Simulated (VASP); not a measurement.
# Co (Im-3m) in VASP: a series of runs, part 2 of 2

VASP 6.6.1.

## (3) Single point, LDA, collinear spin, ferromagnetic start

This run uses another cell than the first one, of 10.21 Å³/atom.

File INCAR:

```
SYSTEM = Co
PREC = Accurate
ENCUT = 520
EDIFF = 1E-7
ISMEAR = -1
SIGMA = 0.05
LREAL = .FALSE.
LASPH = .TRUE.
NELM = 150
ALGO = Normal
ISIF = 2
LWAVE = .FALSE.
LCHARG = .TRUE.
ISPIN = 2
MAGMOM = 1.685
LORBIT = 11
LMAXMIX = 4
LELF = .TRUE.
LVHAR = .TRUE.
NBANDS = 14
```

File KPOINTS:

```
regular mesh
0
G
  26 26 26
  0 0 0
```

File POSCAR:

```
Co
1.0
   -1.3665268818      1.3665268818      1.3665268818
    1.3665268818     -1.3665268818      1.3665268818
    1.3665268818      1.3665268818     -1.3665268818
Co
1
Direct
    0.0000000000      0.0000000000      0.0000000000
```

Potentials or basis: VASP PAW LDA potentials, release 64 (Co).

Started as:

```console
$ cat potpaw_LDA.64/Co/POTCAR > POTCAR
$ mpirun -np 1 vasp_std > vasp.out
```

OUTCAR:

```text
SYSTEM = Co
   PREC = Accurate
   ENCUT = 520
   EDIFF = 1E-7
   ISMEAR = -1
   LREAL = .FALSE.
   LASPH = .TRUE.
   NELM = 150
   ISIF = 2
   ISPIN = 2
   LORBIT = 11

 ion  position               nearest neighbor table
   1  0.000  0.000  0.000-

  LATTYP: Found a body centered cubic cell.
 ALAT       =     2.7330537636

  Lattice vectors:

 A1 = (  -1.3665268818,   1.3665268818,   1.3665268818)
 A2 = (   1.3665268818,  -1.3665268818,   1.3665268818)
 A3 = (   1.3665268818,   1.3665268818,  -1.3665268818)

Analysis of symmetry for initial positions (statically):
=====================================================================
 Subroutine PRICEL returns:
 Original cell was already a primitive cell.

 Routine SETGRP: Setting up the symmetry group for a
 body centered cubic supercell.

 Subroutine GETGRP returns: Found 48 space group operations
 (whereof 48 operations were pure point group operations)
 out of a pool of 48 trial point group operations.

The static configuration has the point symmetry O_h .

Analysis of symmetry for dynamics (positions and initial velocities):
=====================================================================
 Subroutine PRICEL returns:
 Original cell was already a primitive cell.

 Routine SETGRP: Setting up the symmetry group for a
 body centered cubic supercell.

 Subroutine GETGRP returns: Found 48 space group operations
 (whereof 48 operations were pure point group operations)
 out of a pool of 48 trial point group operations.

The dynamic configuration has the point symmetry O_h .

Analysis of structural, dynamic, and magnetic symmetry:
=====================================================================
 Subroutine PRICEL returns:
 Original cell was already a primitive cell.

 Routine SETGRP: Setting up the symmetry group for a
 body centered cubic supercell.

 Subroutine GETGRP returns: Found 48 space group operations
 (whereof 48 operations were pure point group operations)
 out of a pool of 48 trial point group operations.

The overall configuration has the point symmetry O_h .

 Subroutine INISYM returns: Found 48 space group operations
 (whereof 48 operations are pure point group operations),
 and found     1 'primitive' translations

----------------------------------------------------------------------------------------

                                     Primitive cell

  volume of cell :      10.2074

  direct lattice vectors                    reciprocal lattice vectors
    -1.366526882  1.366526882  1.366526882     0.000000000  0.365891082  0.365891082
     1.366526882 -1.366526882  1.366526882     0.365891082  0.000000000  0.365891082
     1.366526882  1.366526882 -1.366526882     0.365891082  0.365891082  0.000000000

  length of vectors
     2.366893989  2.366893989  2.366893989     0.517448131  0.517448131  0.517448131

  position of ions in fractional coordinates (direct lattice)
     0.000000000  0.000000000  0.000000000

  ion indices of the primitive-cell ions
   primitive index   ion index
                 1           1

----------------------------------------------------------------------------------------

 KPOINTS: regular mesh

Automatic generation of k-mesh.
 Grid dimensions read from file:
 generate k-points for:   26   26   26

 Generating k-lattice:

  Cartesian coordinates                     Fractional coordinates (reciprocal lattice)
     0.000000000  0.014072734  0.014072734     0.038461538  0.000000000  0.000000000
[... 72 lines left out ...]
   EMIN   =  10.00;   EMAX   =-10.00  energy-range for DOS
   EFERMI =   0.00;   METHOD = LEGACY
   ISMEAR =    -1;   SIGMA  =   0.05  broadening in eV -4-tet -1-fermi 0-gaus
   EFERMI_NEDOS =   21; number of points for ismear=-14 and -15
   IALGO  =     38    algorithm
   IMIX   =      4    mixing-type and parameters
     AMIX     =   0.40;   BMIX     =  1.00
     AMIX_MAG =   1.60;   BMIX_MAG =  1.00
  volume/ion in A,a.u.               =      10.21        68.88
  Fermi-wavevector in a.u.,A,eV,Ry     =   1.569823  2.966536 33.529460  2.464346
  Thomas-Fermi vector in A             =   2.671648
   LORBIT       =     11    0 simple, 1 ext, 2 COOP (PROOUT), +10 PAW based schemes
   GGA     = CA    functional components
   LHFCALC =     F    Hartree Fock is set to
   AEXX    =    0.0000 exact exchange contribution
   IVDW    =     0    specifies the selected vdW correction
   LEPSILON=     F    determine dielectric tensor
   LRPA    =     F    only Hartree local field effects (RPA)
 spin polarized calculation
  energy-cutoff  :      520.00
  volume of cell :       10.21
 maximum number of plane-waves:       285
 NGX is ok and might be reduce to    18
   NGX =  9   NGY =  9   NGZ =  9

 number of electron       9.0000001 magnetization       1.6192234

 Free energy of the ion-electron system (eV)
  ---------------------------------------------------
  ext. energy  EPLUGINS =         0.00000000
  ---------------------------------------------------
  free energy    TOTEN  =        -7.98528495 eV

  energy without entropy =       -7.97218717  energy(sigma->0) =       -7.97873606

 E-fermi :  11.1043     XC(G=0): -14.1016

 val. band max:       11.1001798871   @ k =   0.2692   0.0385   0.0385
 cond. band min:      11.1086649763   @ k =   0.2308   0.1538   0.0385
 fundamental gap:      0.0084850893
 Fermi energy:        11.1043321507

 spin component 1

 k-point     1 :       0.0000    0.0000    0.0000
  band No.  band energies     occupation
      1       1.5247      1.00000
      2       8.1359      1.00000
      3       8.1359      1.00000
      4       8.1359      1.00000
      5       9.5398      1.00000
      6       9.5398      1.00000
      7      37.1369      0.00000
      8      37.1369      0.00000
      9      37.1369      0.00000
     10      42.9546      0.00000
     11      42.9546      0.00000
     12      45.3823      0.00000
     13      45.3846      0.00000
     14      45.3846      0.00000
[... 379 lines left out ...]
      3       9.2785      1.00000
      4       9.6009      1.00000
      5       9.9231      1.00000
      6      10.8247      0.99629
      7      20.3974      0.00000
      8      30.3222      0.00000
      9      32.3498      0.00000
     10      36.1244      0.00000
     11      40.0010      0.00000
     12      46.4488      0.00000
     13      47.8466      0.00000
     14      49.2710      0.00000

 [... further k-points ...]

 spin component 2

 k-point     1 :       0.0000    0.0000    0.0000
  band No.  band energies     occupation
      1       1.7519      1.00000
      2       9.5268      1.00000
      3       9.5268      1.00000
      4       9.5268      1.00000
      5      11.3069      0.01710
      6      11.3069      0.01709
      7      37.2248      0.00000
      8      37.2248      0.00000
      9      37.2248      0.00000
     10      43.2397      0.00000
     11      43.2397      0.00000
     12      45.9375      0.00000
     13      45.9376      0.00000
     14      45.9811      0.00000
[... 379 lines left out ...]
      3      10.1254      1.00000
      4      11.2137      0.10097
      5      11.5595      0.00011
      6      12.3106      0.00000
      7      21.2034      0.00000
      8      30.5585      0.00000
      9      32.7919      0.00000
     10      36.6123      0.00000
     11      40.5584      0.00000
     12      46.8847      0.00000
     13      49.5688      0.00000
     14      51.2458      0.00000

 [... further k-points ...]

------------------------ aborting loop because EDIFF is reached ----------------------------------------

  FORCE on cell =-STRESS in cart. coord.  units (eV):
  Direction    XX          YY          ZZ          XY          YZ          ZX
  --------------------------------------------------------------------------------------
  -------------------------------------------------------------------------------------
  Total       -0.0782202     -0.0782202     -0.0782202      0.0000000      0.0000000      0.0000000
  in kB      -12.2776484    -12.2776484    -12.2776484      0.0000000      0.0000000      0.0000000
  external PRESSURE =     -12.2776484 kB  Pullay stress =       0.0000000 kB

 VOLUME and BASIS-vectors are now :
 -----------------------------------------------------------------------------
  energy-cutoff  :      520.00
  volume of cell :       10.21
      direct lattice vectors                 reciprocal lattice vectors
    -1.366526882  1.366526882  1.366526882     0.000000000  0.365891082  0.365891082
     1.366526882 -1.366526882  1.366526882     0.365891082  0.000000000  0.365891082
     1.366526882  1.366526882 -1.366526882     0.365891082  0.365891082  0.000000000

 POSITION                                       TOTAL-FORCE (eV/Angst)
 -----------------------------------------------------------------------------------
      0.00000      0.00000      0.00000         0.000000      0.000000      0.000000
 -----------------------------------------------------------------------------------
    total drift:                                0.000000      0.000000     -0.000000

  FREE ENERGIE OF THE ION-ELECTRON SYSTEM (eV)
  ---------------------------------------------------
  free  energy   TOTEN  =        -7.9852849500 eV

  energy  without entropy=       -7.9721871680  energy(sigma->0) =       -7.97873606

 total charge

# of ion       s       p       d       tot
------------------------------------------
    1        0.513   0.576   7.313   8.403

 magnetization (x)

# of ion       s       p       d       tot
------------------------------------------
    1       -0.005  -0.032   1.651   1.614
```

Wall time 88 s (1 thread of Intel Xeon Platinum 8488C (Sapphire Rapids), shared host); peak memory 0.21 GiB.

Results:

```yaml
Free_energy: -7.9853 eV
Pressure: -1.2 GPa
Net_moment: 1.62 μB per cell
Site_moments: Co +1.61 μB
Valence_electrons_inside_the_program's_atomic_spheres: Co 8.40
```

## (4) Single point, LDA, non-collinear spin, typed start, spin-orbit coupling

This run uses another cell than the first one, of 10.21 Å³/atom.

File INCAR:

```
PREC = Accurate
ENCUT = 520
EDIFF = 1E-6
ISMEAR = -1
SIGMA = 0.05
LREAL = F
LASPH = T
NELM = 150
ALGO = Normal
ISIF = 2
LWAVE = F
LCHARG = F
MAGMOM = 0 0 1.683
LORBIT = 11
LSORBIT = T
GGA_COMPAT = F
LORBMOM = T
LMAXMIX = 4
NBANDS = 20
```

File KPOINTS:

```
regular mesh
0
Gamma
  16 16 16
```

POSCAR is that of step 3.

Potentials or basis: VASP PAW LDA potentials, release 64 (Co).

Started as:

```console
$ cat potpaw_LDA.64/Co/POTCAR > POTCAR
$ mpirun -np 1 vasp_ncl > vasp.out
```

OUTCAR:

```text
PREC = Accurate
   ENCUT = 520
   EDIFF = 1E-6
   ISMEAR = -1
   LREAL = F
   LASPH = T
   NELM = 150
   ISIF = 2
   LORBIT = 11
   LSORBIT = T

 ion  position               nearest neighbor table
   1  0.000  0.000  0.000-

  LATTYP: Found a body centered cubic cell.
 ALAT       =     2.7330537636

  Lattice vectors:

 A1 = (  -1.3665268818,   1.3665268818,   1.3665268818)
 A2 = (   1.3665268818,  -1.3665268818,   1.3665268818)
 A3 = (   1.3665268818,   1.3665268818,  -1.3665268818)

Analysis of symmetry for initial positions (statically):
=====================================================================
 Subroutine PRICEL returns:
 Original cell was already a primitive cell.

 Routine SETGRP: Setting up the symmetry group for a
 body centered cubic supercell.

 Subroutine GETGRP returns: Found 48 space group operations
 (whereof 48 operations were pure point group operations)
 out of a pool of 48 trial point group operations.

The static configuration has the point symmetry O_h .

Analysis of symmetry for dynamics (positions and initial velocities):
=====================================================================
 Subroutine PRICEL returns:
 Original cell was already a primitive cell.

 Routine SETGRP: Setting up the symmetry group for a
 body centered cubic supercell.

 Subroutine GETGRP returns: Found 48 space group operations
 (whereof 48 operations were pure point group operations)
[... 756 lines left out ...]

 orbital moment (x)

 # of ion     p       d       tot
 ----------------------------------------
  1         0.000  -0.000  -0.000
 ----------------------------------------
            0.000  -0.000  -0.000

 orbital moment (y)

 # of ion     p       d       tot
 ----------------------------------------
  1        -0.000   0.000   0.000
 ----------------------------------------
           -0.000   0.000   0.000

 orbital moment (z)

 # of ion     p       d       tot
 ----------------------------------------
  1         0.000   0.066   0.066
 ----------------------------------------
            0.000   0.066   0.066

 Spin-Orbit-Coupling matrix elements

 Ion:    1  E_soc:     -0.0161442
 l=   1
     0.0000000    -0.0004110    -0.0004053
    -0.0004110     0.0000000    -0.0004110
    -0.0004053    -0.0004110     0.0000000
 l=   2
     0.0000000    -0.0003157     0.0000000    -0.0003157    -0.0019845
    -0.0003157     0.0000000    -0.0014602    -0.0003340    -0.0004872
     0.0000000    -0.0014602     0.0000000    -0.0014602     0.0000000
    -0.0003157    -0.0003340    -0.0014602     0.0000000    -0.0004872
    -0.0019845    -0.0004872     0.0000000    -0.0004872     0.0000000
 l=   3
     0.0000000     0.0000000     0.0000000     0.0000000     0.0000000     0.0000000     0.0000000
     0.0000000     0.0000000     0.0000000     0.0000000     0.0000000     0.0000000     0.0000000
     0.0000000     0.0000000     0.0000000     0.0000000     0.0000000     0.0000000     0.0000000
     0.0000000     0.0000000     0.0000000     0.0000000     0.0000000     0.0000000     0.0000000
     0.0000000     0.0000000     0.0000000     0.0000000     0.0000000     0.0000000     0.0000000
     0.0000000     0.0000000     0.0000000     0.0000000     0.0000000     0.0000000     0.0000000
     0.0000000     0.0000000     0.0000000     0.0000000     0.0000000     0.0000000     0.0000000

 total charge

# of ion       s       p       d       tot
------------------------------------------
    1        0.513   0.576   7.314   8.403

 magnetization (x)

# of ion       s       p       d       tot
------------------------------------------
    1        0.000  -0.000   0.000  -0.000

 magnetization (y)

# of ion       s       p       d       tot
------------------------------------------
    1        0.000   0.000  -0.000  -0.000

 magnetization (z)

# of ion       s       p       d       tot
------------------------------------------
    1       -0.005  -0.032   1.642   1.605
```

stdout:

```text
POSCAR found type information on POSCAR Co
 POSCAR found :  1 types and       1 ions
 scaLAPACK will be used
 LDA part: xc-table for (Slater(with rela. corr.)+CA(PZ))
 , standard interpolation
 POSCAR, INCAR and KPOINTS ok, starting setup
 FFT: planning ... GRIDC
 FFT: planning ... GRID_SOFT
 FFT: planning ... GRID
 WAVECAR not read
 entering main loop
```

Run time: 2.5 min. Hardware: 1 thread of Intel Xeon Platinum 8488C (Sapphire Rapids), shared host; peak memory 0.26 GiB.

Results:

* Free energy: -7.9948 eV
* Pressure: -1.3 GPa
* Net moment: 1.61 μB per cell
* Valence electrons inside the program's atomic spheres: Co 8.40

Moments on the atoms (μB; x, y, z):
```
Co  0.00 0.00 1.60
```

## (5) Single point, LDA

This run uses another cell than the first one, of 9.83 Å³/atom.

File INCAR:

```
PREC = Accurate
ENCUT = 520
EDIFF = 1E-6
ISMEAR = -1
SIGMA = 0.1
LREAL = F
LASPH = T
NELM = 60
ALGO = Normal
ISIF = 2
LWAVE = F
LCHARG = F
GGA = CA
NBANDS = 10
```

KPOINTS is that of step 4.

File POSCAR:

```
Co
1.0
   -1.3493415908      1.3493415908      1.3493415908
    1.3493415908     -1.3493415908      1.3493415908
    1.3493415908      1.3493415908     -1.3493415908
Co
1
Direct
    0.0000000000      0.0000000000      0.0000000000
```

Started as:

```console
$ cat potpaw_LDA.64/Co/POTCAR > POTCAR
$ mpirun -np 1 vasp_std > vasp.out
```

Run time: 19 s. Hardware: 1 thread of AMD EPYC 7R13, shared host; peak memory 0.09 GiB.

The run converged. Its results:

```yaml
Free_energy: -7.8469 eV
Pressure: -0.9 GPa
Band_gap_on_the_k_mesh: zero (an odd number of electrons rules out a gap without spin polarisation)
```

Levels at points of the mesh, in eV from the Fermi level:
| k point | band 2 | band 3 | band 4 | band 5 | band 6 | band 7 | band 8 | band 9 |
| --- | --- | --- | --- | --- | --- | --- | --- | --- |
| (0.00, 0.00, 0.00) | -2.05 | -2.05 | -2.05 | -0.31 | -0.31 | 26.82 | 26.82 | 26.82 |
| (0.50, 0.00, 0.00) | -3.31 | -0.35 | -0.07 | 0.41 | 1.00 | 8.40 | 19.81 | 22.09 |
| (0.50, 0.50, 0.50) | -4.78 | 0.69 | 0.69 | 0.69 | 10.76 | 10.76 | 10.76 | 17.38 |

Caveat: the run has no spin polarisation, though such a crystal can be magnetic.

## (6) The runs side by side

| task | spin | cell | k mesh | cutoff (eV) | smearing | gap on the mesh (eV) | pressure (GPa) | moment (μB) |
| --- | --- | --- | --- | --- | --- | --- | --- | --- |
| relaxation of cell and atoms | collinear, ferromagnetic start | relaxed from a = 2.432 Å, angles 109.5°, 1 atom | 16 × 16 × 16 | 600 | fermi-dirac 0.05 eV | none | -0.1 | 1.61 |
| single point | collinear, ferromagnetic start | a = 2.367 Å, angles 109.5°, 1 atom | 26 × 26 × 26 | 520 | fermi-dirac 0.05 eV | none | -1.2 | 1.62 |
| single point | non-collinear, typed start, SOC | a = 2.367 Å, angles 109.5°, 1 atom | 16 × 16 × 16 | 520 | fermi-dirac 0.05 eV | - | -1.3 | 1.61 |
| single point | off | a = 2.337 Å, angles 109.5°, 1 atom | 16 × 16 × 16 | 520 | fermi-dirac 0.1 eV | none | -0.9 | - |

Alike in all rows: level LDA; potentials or basis VASP PAW LDA potentials, release 64 (Co).

Absolute energies hang on the potentials; compare differences alone.
